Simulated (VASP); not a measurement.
Write the native input for VASP 6.6.1 that does the following.

| Property | Result |
| --- | --- |
| Task | single point |
| Functional | PBE |
| Potentials or basis | VASP PAW PBE potentials, release 64 (Si, Ge_d, C) |
| Cutoff | 520 eV |
| k mesh | 12 × 12 × 2 |
| Occupations | gaussian, width 0.02 eV |
| Spin | no spin polarisation |
| Dipole correction | no |
| Further INCAR settings | ALGO = Normal; EDIFF = 1e-07; NBANDS = 46 |

The structure of Si2GeC3 lies in POSCAR:

```
Si2GeC3
1.0
    3.1483177844      0.0000000000      0.0000000000
   -1.5741588922      2.7265231805      0.0000000000
    0.0000000000      0.0000000000     15.4589325728
Si Ge C
4 2 6
Direct
    0.0000000000      0.0000000000      0.1229331090
    0.0000000000      0.0000000000      0.6229331090
    0.3333333333      0.6666666667      0.9598025979
    0.6666666667      0.3333333333      0.4598025979
    0.3333333333      0.6666666667      0.2923352581
    0.6666666667      0.3333333333      0.7923352581
    0.0000000000      0.0000000000      0.9994932667
    0.0000000000      0.0000000000      0.4994932667
    0.3333333333      0.6666666667      0.1625609771
    0.6666666667      0.3333333333      0.6625609771
    0.3333333333      0.6666666667      0.8378747911
    0.6666666667      0.3333333333      0.3378747911
```

The input as run:

INCAR

```
SYSTEM = Si2GeC3
ALGO = Normal
EDIFF = 1E-7
ENCUT = 520
GGA = PE
ISIF = 2
ISMEAR = 0
LASPH = .True.
LCHARG = .False.
LREAL = .False.
LWAVE = .False.
NBANDS = 46
NELM = 100
PREC = Accurate
SIGMA = 0.02
```

KPOINTS

```
k-points
0
Gamma
  12 12 2
  0 0 0
```

Potentials or basis: VASP PAW PBE potentials, release 64 (Si, Ge_d, C).

Run with:

```console
$ cat potpaw_PBE.64/Si/POTCAR potpaw_PBE.64/Ge_d/POTCAR potpaw_PBE.64/C/POTCAR > POTCAR
$ mpirun -np 1 vasp_std > vasp.out
```

Results of the run:

```yaml
Pressure: -0.1 GPa
Largest_force: 0.018 eV/Å
Band_gap_on_the_k_mesh: 2.02 eV, indirect (least direct gap 3.31 eV)
```

Run time: 120 s on 1 thread of Intel(R) Xeon(R) 6975P-C (Granite Rapids) (shared host), peak memory 0.34 GiB.
